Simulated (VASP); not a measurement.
Here is a VASP 6.6.1 calculation.

INCAR

```
SYSTEM = Cu
ALGO = Normal ; EDIFF = 1E-6
ENCUT = 520 ; ISIF = 2
ISMEAR = -1 ; LASPH = .True.
LCHARG = .True. ; LELF = .True.
LREAL = .False. ; LVHAR = .True.
LWAVE = .False. ; NBANDS = 18
NELM = 100 ; PREC = Accurate
SIGMA = 0.1
```

KPOINTS

```
k-points
0
Gamma
  14 14 13
  0 0 0
```

Contents of POSCAR:

```
Cu
1.0
    1.2184636900     -3.9763780100      0.0000000000
    1.2184636900      3.9763780100      0.0000000000
    0.0000000000      0.0000000000      2.4754955200
Cu
2
Direct
    0.1338666500      0.8661333500      0.2500000000
    0.8661333500      0.1338666500      0.7500000000
```

Potentials or basis: VASP PAW LDA potentials, release 64 (Cu).

The run is started by

```bash
$ cat potpaw_LDA.64/Cu/POTCAR > POTCAR
$ mpirun -np 1 vasp_std > vasp.out
```

Q: What does it give for the pressure?

A: -6.5 GPa.

Q: Predict the largest force.

A: 0.042 eV/Å.

Forces on the atoms (eV/Å):
```
Cu   0.000 -0.042  0.000
Cu   0.000  0.042  0.000
```
